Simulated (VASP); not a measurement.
# Fe in VASP: notebook

The runs below take Fe through single point, with PBE.

All numbers are computed with VASP 6.6.1; they aren't measurements. Logs are shortened: lines on timing, memory, paths and dates and some standing lists are left out, and cuts for length are marked.

## Step 1: The cell of the first run

Symmetry: Im-3m, No. 229, cubic system. The conventional cell has a = 2.819 Å, b = 2.819 Å, c = 2.819 Å, α = 90.00°, β = 90.00°, γ = 90.00°. Within 3.2 Å of Fe (site symmetry m-3m) lie 14 Fe at 2.44 to 2.82 Å.

## Step 2: Single point, PBE, collinear spin, ferromagnetic start

Contents of INCAR:

```
SYSTEM = Fe
ALGO = Normal
EDIFF = 1E-6
ENCUT = 520
GGA = PE
ISIF = 2
ISMEAR = -1
ISPIN = 2
LASPH = .True.
LCHARG = .False.
LMAXMIX = 4
LORBIT = 11
LREAL = .False.
LWAVE = .False.
MAGMOM = 3
NBANDS = 14
NELM = 150
PREC = Accurate
SIGMA = 0.05
```

Contents of KPOINTS:

```
k-points
0
Gamma
  13 13 13
  0 0 0
```

Contents of POSCAR:

```
Fe
1.0
   -1.4093372121      1.4093372121      1.4093372121
    1.4093372121     -1.4093372121      1.4093372121
    1.4093372121      1.4093372121     -1.4093372121
Fe
1
Direct
    0.0000000000      0.0000000000      0.0000000000
```

Potentials or basis: VASP PAW PBE potentials, release 64 (Fe).

Started as:

```sh
> cat potpaw_PBE.64/Fe/POTCAR > POTCAR
> mpirun -np 1 vasp_std > vasp.out
```

OUTCAR:

```text
SYSTEM = Fe
   EDIFF = 1E-6
   ENCUT = 520
   GGA = PE
   ISIF = 2
   ISMEAR = -1
   ISPIN = 2
   LASPH = .True.
   LORBIT = 11
   LREAL = .False.
   NELM = 150
   PREC = Accurate

 ion  position               nearest neighbor table
   1  0.000  0.000  0.000-

  LATTYP: Found a body centered cubic cell.
 ALAT       =     2.8186744242

  Lattice vectors:

 A1 = (  -1.4093372121,   1.4093372121,   1.4093372121)
 A2 = (   1.4093372121,  -1.4093372121,   1.4093372121)
 A3 = (   1.4093372121,   1.4093372121,  -1.4093372121)

Analysis of symmetry for initial positions (statically):
=====================================================================
 Subroutine PRICEL returns:
 Original cell was already a primitive cell.

 Routine SETGRP: Setting up the symmetry group for a
 body centered cubic supercell.

 Subroutine GETGRP returns: Found 48 space group operations
 (whereof 48 operations were pure point group operations)
 out of a pool of 48 trial point group operations.

The static configuration has the point symmetry O_h .

Analysis of symmetry for dynamics (positions and initial velocities):
=====================================================================
 Subroutine PRICEL returns:
 Original cell was already a primitive cell.

 Routine SETGRP: Setting up the symmetry group for a
 body centered cubic supercell.

 Subroutine GETGRP returns: Found 48 space group operations
 (whereof 48 operations were pure point group operations)
 out of a pool of 48 trial point group operations.

The dynamic configuration has the point symmetry O_h .

Analysis of structural, dynamic, and magnetic symmetry:
=====================================================================
 Subroutine PRICEL returns:
 Original cell was already a primitive cell.

 Routine SETGRP: Setting up the symmetry group for a
 body centered cubic supercell.

 Subroutine GETGRP returns: Found 48 space group operations
 (whereof 48 operations were pure point group operations)
 out of a pool of 48 trial point group operations.

The overall configuration has the point symmetry O_h .

 Subroutine INISYM returns: Found 48 space group operations
 (whereof 48 operations are pure point group operations),
 and found     1 'primitive' translations

----------------------------------------------------------------------------------------

                                     Primitive cell

  volume of cell :      11.1971

  direct lattice vectors                    reciprocal lattice vectors
    -1.409337212  1.409337212  1.409337212     0.000000000  0.354776696  0.354776696
     1.409337212 -1.409337212  1.409337212     0.354776696  0.000000000  0.354776696
     1.409337212  1.409337212 -1.409337212     0.354776696  0.354776696  0.000000000

  length of vectors
     2.441043656  2.441043656  2.441043656     0.501730015  0.501730015  0.501730015

  position of ions in fractional coordinates (direct lattice)
     0.000000000  0.000000000  0.000000000

  ion indices of the primitive-cell ions
   primitive index   ion index
                 1           1

----------------------------------------------------------------------------------------

 KPOINTS: k-points

Automatic generation of k-mesh.
 Grid dimensions read from file:
 generate k-points for:   13   13   13

 Generating k-lattice:

  Cartesian coordinates                     Fractional coordinates (reciprocal lattice)
     0.000000000  0.027290515  0.027290515     0.076923077  0.000000000  0.000000000
     0.027290515  0.000000000  0.027290515     0.000000000  0.076923077  0.000000000
     0.027290515  0.027290515  0.000000000     0.000000000  0.000000000  0.076923077

  Length of vectors
     0.038594617  0.038594617  0.038594617

  Shift w.r.t. Gamma in fractional coordinates (k-lattice)
     0.000000000  0.000000000  0.000000000

 Subroutine IBZKPT returns following result:
 ===========================================

 Found     84 irreducible k-points:

 Following reciprocal coordinates:
            Coordinates               Weight
  0.000000  0.000000  0.000000      1.000000
  0.076923  0.000000  0.000000     12.000000
  0.153846  0.000000  0.000000     12.000000
  0.230769  0.000000  0.000000     12.000000
  0.307692  0.000000  0.000000     12.000000
  0.384615  0.000000  0.000000     12.000000
[... 16 lines left out ...]
  0.153846  0.076923  0.076923     24.000000
  0.230769  0.076923  0.076923     24.000000
 [... further k-points ...]
   k-points           NKPTS =     84   k-points in BZ     NKDIM =     84   number of bands    NBANDS=     14
   number of dos      NEDOS =    301   number of ions     NIONS =      1
   total plane-waves  NPLWV =   5832
   dimension x,y,z NGX =    18 NGY =   18 NGZ =   18
   dimension x,y,z NGXF=    36 NGYF=   36 NGZF=   36
   ions per type =               1
   NGX,Y,Z   is equivalent  to a cutoff of  12.26, 12.26, 12.26 a.u.
   NGXF,Y,Z  is equivalent  to a cutoff of  24.52, 24.52, 24.52 a.u.
 SYSTEM =  Fe
   PREC   = accura    normal or accurate (medium, high low for compatibility)
   ISTART =      0    job   : 0-new  1-cont  2-samecut
   ICHARG =      2    charge: 1-file 2-atom 10-const
   ISPIN  =      2    spin polarized calculation?
   LNONCOLLINEAR =      F non collinear calculations
   LSORBIT =      F    spin-orbit coupling
   LASPH  =      T    aspherical Exc in radial PAW
   ENCUT  =  520.0 eV  38.22 Ry    6.18 a.u.   4.54  4.54  4.54*2*pi/ulx,y,z
   NELM   =    150;   NELMIN=  2; NELMDL= -5     # of ELM steps
   EDIFF  = 0.1E-05   stopping-criterion for ELM
   LREAL  =      F    real-space projection
   EDIFFG = 0.1E-04   stopping-criterion for IOM
   NSW    =      0    number of steps for IOM
   IBRION =     -1    ionic relax: 0-MD 1-quasi-New 2-CG
   NFREE  =      0    steps in history (QN), initial steepest desc. (CG)
   ISIF   =      2    stress and relaxation
   ISYM   =      2    0-nonsym 1-usesym 2-fastsym
   POTIM  = 0.5000    time-step for ionic-motion
   TEBEG  =    0.0;   TEEND  =   0.0 temperature during run
   PSTRESS=    0.0 pullay stress
   NELECT =       8.0000    total number of electrons
   NUPDOWN=      -1.0000    fix difference up-down
   EMIN   =  10.00;   EMAX   =-10.00  energy-range for DOS
   EFERMI =   0.00;   METHOD = LEGACY
   ISMEAR =    -1;   SIGMA  =   0.05  broadening in eV -4-tet -1-fermi 0-gaus
   EFERMI_NEDOS =   21; number of points for ismear=-14 and -15
   IALGO  =     38    algorithm
   IMIX   =      4    mixing-type and parameters
     AMIX     =   0.40;   BMIX     =  1.00
     AMIX_MAG =   1.60;   BMIX_MAG =  1.00
  volume/ion in A,a.u.               =      11.20        75.56
  Fermi-wavevector in a.u.,A,eV,Ry     =   1.463535  2.765681 29.142808  2.141936
  Thomas-Fermi vector in A             =   2.579619
   LORBIT       =     11    0 simple, 1 ext, 2 COOP (PROOUT), +10 PAW based schemes
   GGA     = PE    functional components
   LHFCALC =     F    Hartree Fock is set to
   AEXX    =    0.0000 exact exchange contribution
   IVDW    =     0    specifies the selected vdW correction
   LEPSILON=     F    determine dielectric tensor
   LRPA    =     F    only Hartree local field effects (RPA)
 spin polarized calculation
  energy-cutoff  :      520.00
  volume of cell :       11.20
 maximum number of plane-waves:       321
 NGX is ok and might be reduce to    18
   NGX =  9   NGY =  9   NGZ =  9

 number of electron       8.0000008 magnetization       2.1146593

 Free energy of the ion-electron system (eV)
  ---------------------------------------------------
  ext. energy  EPLUGINS =         0.00000000
  ---------------------------------------------------
  free energy    TOTEN  =        -8.24400980 eV

  energy without entropy =       -8.23533683  energy(sigma->0) =       -8.23967332

 E-fermi :   5.9908     XC(G=0): -13.2012

 val. band max:        5.9897502307   @ k =  -0.3846   0.3846   0.0769
 cond. band min:       5.9972476072   @ k =  -0.3846   0.4615   0.3077
 fundamental gap:      0.0074973765
 Fermi energy:         5.9907621193

 spin component 1

 k-point     1 :       0.0000    0.0000    0.0000
  band No.  band energies     occupation
      1      -2.5391      1.00000
      2       3.6688      1.00000
      3       3.6688      1.00000
      4       3.6688      1.00000
      5       4.8867      1.00000
      6       4.8867      1.00000
      7      31.1420      0.00000
      8      31.1420      0.00000
      9      31.1420      0.00000
     10      36.3147      0.00000
     11      36.3147      0.00000
     12      38.7173      0.00000
     13      38.7173      0.00000
     14      38.7173      0.00000
[... 375 lines left out ...]
 k-point    24 :       0.2308    0.0769    0.0769
  band No.  band energies     occupation
      1       0.8932      1.00000
      2       2.8186      1.00000
      3       3.2268      1.00000
      4       4.8497      1.00000
      5       4.9984      1.00000
      6       6.1629      0.03098
      7      19.5606      0.00000
      8      23.6054      0.00000
      9      25.6343      0.00000
     10      32.9555      0.00000
     11      37.1809      0.00000
     12      39.3608      0.00000
     13      41.2959      0.00000
     14      44.7643      0.00000

 [... further k-points ...]

 spin component 2

 k-point     1 :       0.0000    0.0000    0.0000
  band No.  band energies     occupation
      1      -2.3819      1.00000
      2       5.4880      0.99996
      3       5.4881      0.99996
      4       5.4882      0.99996
      5       7.5998      0.00000
      6       7.6000      0.00000
      7      30.8911      0.00000
      8      30.8911      0.00000
      9      30.8911      0.00000
     10      36.5213      0.00000
     11      36.5213      0.00000
     12      39.3326      0.00000
     13      39.3326      0.00000
     14      39.3326      0.00000
[... 375 lines left out ...]
 k-point    24 :       0.2308    0.0769    0.0769
  band No.  band energies     occupation
      1       1.3377      1.00000
      2       4.4697      1.00000
      3       4.7336      1.00000
      4       7.3957      0.00000
      5       7.7266      0.00000
      6       8.0312      0.00000
      7      20.2804      0.00000
      8      23.9744      0.00000
      9      26.3061      0.00000
     10      32.9683      0.00000
     11      37.7247      0.00000
     12      39.5942      0.00000
     13      41.5908      0.00000
     14      45.2550      0.00000

 [... further k-points ...]

------------------------ aborting loop because EDIFF is reached ----------------------------------------

  FORCE on cell =-STRESS in cart. coord.  units (eV):
  Direction    XX          YY          ZZ          XY          YZ          ZX
  --------------------------------------------------------------------------------------
  -------------------------------------------------------------------------------------
  Total        0.1197165      0.1197165      0.1197165     -0.0000000      0.0000000     -0.0000000
  in kB       17.1300996     17.1300996     17.1300996     -0.0000000      0.0000000     -0.0000000
  external PRESSURE =      17.1300996 kB  Pullay stress =       0.0000000 kB

 VOLUME and BASIS-vectors are now :
 -----------------------------------------------------------------------------
  energy-cutoff  :      520.00
  volume of cell :       11.20
      direct lattice vectors                 reciprocal lattice vectors
    -1.409337212  1.409337212  1.409337212     0.000000000  0.354776696  0.354776696
     1.409337212 -1.409337212  1.409337212     0.354776696  0.000000000  0.354776696
     1.409337212  1.409337212 -1.409337212     0.354776696  0.354776696  0.000000000

 POSITION                                       TOTAL-FORCE (eV/Angst)
 -----------------------------------------------------------------------------------
      0.00000      0.00000      0.00000         0.000000      0.000000      0.000000
 -----------------------------------------------------------------------------------
    total drift:                                0.000000      0.000000      0.000000

  FREE ENERGIE OF THE ION-ELECTRON SYSTEM (eV)
  ---------------------------------------------------
  free  energy   TOTEN  =        -8.2440098021 eV

  energy  without entropy=       -8.2353368335  energy(sigma->0) =       -8.23967332

 total charge

# of ion       s       p       d       tot
------------------------------------------
    1        0.494   0.554   6.251   7.298

 magnetization (x)

# of ion       s       p       d       tot
------------------------------------------
    1       -0.013  -0.057   2.182   2.112
```

It took 9.9 s on 1 thread of Intel Xeon 6975P-C (Granite Rapids), shared host; peak memory 0.14 GiB.

What came out:

| Quantity | Value |
| --- | --- |
| Free energy | -8.2440 eV |
| Pressure | 1.7 GPa |
| Net moment | 2.11 μB per cell |
| Site moments | Fe +2.11 μB |
| Valence electrons inside the program's atomic spheres | Fe 7.30 |

Levels at points of the mesh, in eV from the Fermi level:
Spin up:
| k point | band 2 | band 3 | band 4 | band 5 | band 6 | band 7 | band 8 | band 9 |
| --- | --- | --- | --- | --- | --- | --- | --- | --- |
| (0.00, 0.00, 0.00) | -2.32 | -2.32 | -2.32 | -1.10 | -1.10 | 25.15 | 25.15 | 25.15 |
Spin down:
```
           k point  band 1  band 2  band 3  band 4  band 5  band 6  band 7
(0.00, 0.00, 0.00)   -8.37   -0.50   -0.50   -0.50    1.61    1.61   24.90
```

## Step 3: Single point, PBE, collinear spin, ferromagnetic start

This run uses another cell than the first one, of 11.08 Å³/atom, 0.989 times its volume.

Contents of INCAR:

```
SYSTEM = Fe
PREC = Accurate ; ENCUT = 520
EDIFF = 1E-7 ; ISMEAR = -1
SIGMA = 0.05 ; LREAL = .False.
LASPH = .True. ; NELM = 150
ALGO = Fast ; ISIF = 2
LWAVE = .False. ; LCHARG = .True.
ISPIN = 2 ; MAGMOM = 3
LORBIT = 11 ; LMAXMIX = 4
GGA = PE ; LELF = .True.
LVHAR = .True. ; NBANDS = 14
```

Contents of KPOINTS:

```
Automatic mesh
0
Gamma
  11 11 11
  0 0 0
```

Contents of POSCAR:

```
Fe
1.0
   -1.3852800000      1.3852800000      1.4430000000
    1.3852800000     -1.3852800000      1.4430000000
    1.3852800000      1.3852800000     -1.4430000000
Fe
1
Direct
    0.0000000000      0.0000000000      0.0000000000
```

Potentials or basis: VASP PAW PBE potentials, release 64 (Fe).

Started as:

```sh
> cat potpaw_PBE.64/Fe/POTCAR > POTCAR
> mpirun -np 1 vasp_std > vasp.out
```

OUTCAR:

```text
SYSTEM = Fe
   PREC = Accurate
   ENCUT = 520
   EDIFF = 1E-7
   ISMEAR = -1
   LREAL = .False.
   LASPH = .True.
   NELM = 150
   ISIF = 2
   ISPIN = 2
   LORBIT = 11
   GGA = PE

 ion  position               nearest neighbor table
   1  0.000  0.000  0.000-

  LATTYP: Found a body centered tetragonal cell.
 ALAT       =     2.7705600000
 C/A-ratio  =     1.0416666667

  Lattice vectors:

 A1 = (  -1.3852800000,   1.3852800000,   1.4430000000)
 A2 = (   1.3852800000,  -1.3852800000,   1.4430000000)
 A3 = (   1.3852800000,   1.3852800000,  -1.4430000000)

Analysis of symmetry for initial positions (statically):
=====================================================================
 Subroutine PRICEL returns:
 Original cell was already a primitive cell.

 Routine SETGRP: Setting up the symmetry group for a
 body centered tetragonal supercell.

 Subroutine GETGRP returns: Found 16 space group operations
 (whereof 16 operations were pure point group operations)
 out of a pool of 16 trial point group operations.

The static configuration has the point symmetry D_4h.

[... 598 lines left out ...]
      3       5.5644      0.99998
      4       5.8698      0.99074
      5       7.5728      0.00000
      6       7.9024      0.00000
      7      30.5143      0.00000
      8      31.4359      0.00000
      9      31.4359      0.00000
     10      36.6301      0.00000
     11      37.0415      0.00000
     12      39.2772      0.00000
     13      39.2772      0.00000
     14      39.7531      0.00000
[... 379 lines left out ...]
      3       5.6536      0.99988
      4       6.3677      0.00504
      5       7.6101      0.00000
      6       7.6810      0.00000
      7      26.3016      0.00000
      8      28.9780      0.00000
      9      30.2462      0.00000
     10      32.9170      0.00000
     11      35.3700      0.00000
     12      36.9652      0.00000
     13      40.8289      0.00000
     14      42.4326      0.00000

 [... further k-points ...]
[... 5 lines left out ...]
  --------------------------------------------------------------------------------------
  -------------------------------------------------------------------------------------
  Total        0.5536748      0.5536748      0.1987549      0.0000000     -0.0000000     -0.0000000
  in kB       80.0873380     80.0873380     28.7492822      0.0000000     -0.0000000     -0.0000000
  external PRESSURE =      62.9746527 kB  Pullay stress =       0.0000000 kB

 VOLUME and BASIS-vectors are now :
 -----------------------------------------------------------------------------
  energy-cutoff  :      520.00
  volume of cell :       11.08
      direct lattice vectors                 reciprocal lattice vectors
    -1.385280000  1.385280000  1.443000000     0.000000000  0.360937861  0.346500347
     1.385280000 -1.385280000  1.443000000     0.360937861  0.000000000  0.346500347
     1.385280000  1.385280000 -1.443000000     0.360937861  0.360937861  0.000000000

 POSITION                                       TOTAL-FORCE (eV/Angst)
 -----------------------------------------------------------------------------------
      0.00000      0.00000      0.00000        -0.000000      0.000000      0.000000
 -----------------------------------------------------------------------------------
    total drift:                                0.000000      0.000000      0.000000

  FREE ENERGIE OF THE ION-ELECTRON SYSTEM (eV)
  ---------------------------------------------------
  free  energy   TOTEN  =        -8.2336525014 eV

  energy  without entropy=       -8.2256013472  energy(sigma->0) =       -8.22962692

 total charge

# of ion       s       p       d       tot
------------------------------------------
    1        0.499   0.565   6.259   7.322

 magnetization (x)

# of ion       s       p       d       tot
------------------------------------------
    1       -0.013  -0.055   2.266   2.198
```

OSZICAR:

```text
N       E                     dE             d eps       ncg     rms          rms(c)
DAV:   1     0.214369138535E+02    0.21437E+02   -0.38026E+03  7750   0.705E+02
DAV:   2    -0.822915462972E+01   -0.29666E+02   -0.27316E+02  7740   0.129E+02
DAV:   3    -0.910309221991E+01   -0.87394E+00   -0.86783E+00  8612   0.228E+01
DAV:   4    -0.910594966241E+01   -0.28574E-02   -0.28572E-02  8190   0.118E+00
DAV:   5    -0.910596285904E+01   -0.13197E-04   -0.13196E-04  8664   0.816E-02    0.118E+01
RMM:   6    -0.829013430479E+01    0.81583E+00   -0.13632E+00  8940   0.126E+01    0.522E+00
RMM:   7    -0.824953988501E+01    0.40594E-01   -0.47054E-02  9059   0.232E+00    0.346E+00
RMM:   8    -0.824050204389E+01    0.90378E-02   -0.68737E-03  8989   0.597E-01    0.149E+00
RMM:   9    -0.823320559560E+01    0.72964E-02   -0.20832E-03  8840   0.315E-01    0.405E-01
RMM:  10    -0.823342310568E+01   -0.21751E-03   -0.19910E-04  9202   0.120E-01    0.245E-01
RMM:  11    -0.823364717458E+01   -0.22407E-03   -0.21229E-04  9069   0.141E-01    0.580E-02
RMM:  12    -0.823365254514E+01   -0.53706E-05   -0.24089E-05  9212   0.373E-02    0.275E-02
RMM:  13    -0.823365247405E+01    0.71088E-07   -0.34805E-06  9371   0.130E-02    0.935E-03
RMM:  14    -0.823365250140E+01   -0.27346E-07   -0.78680E-07  9105   0.705E-03
   1 F= -.82336525E+01 E0= -.82296269E+01  d E =-.805115E-02  mag=     2.2066
```

Run time: 17 s. Hardware: 1 thread of Intel Xeon 6975P-C (Granite Rapids), shared host; peak memory 0.14 GiB.

Results:

* Free energy: -8.2337 eV
* Pressure: 6.3 GPa
* Net moment: 2.21 μB per cell
* Site moments: Fe +2.20 μB
* Valence electrons inside the program's atomic spheres: Fe 7.32

Stress tensor (GPa, compression positive):
```
8.01 0.00 0.00
0.00 8.01 0.00
0.00 0.00 2.87
```
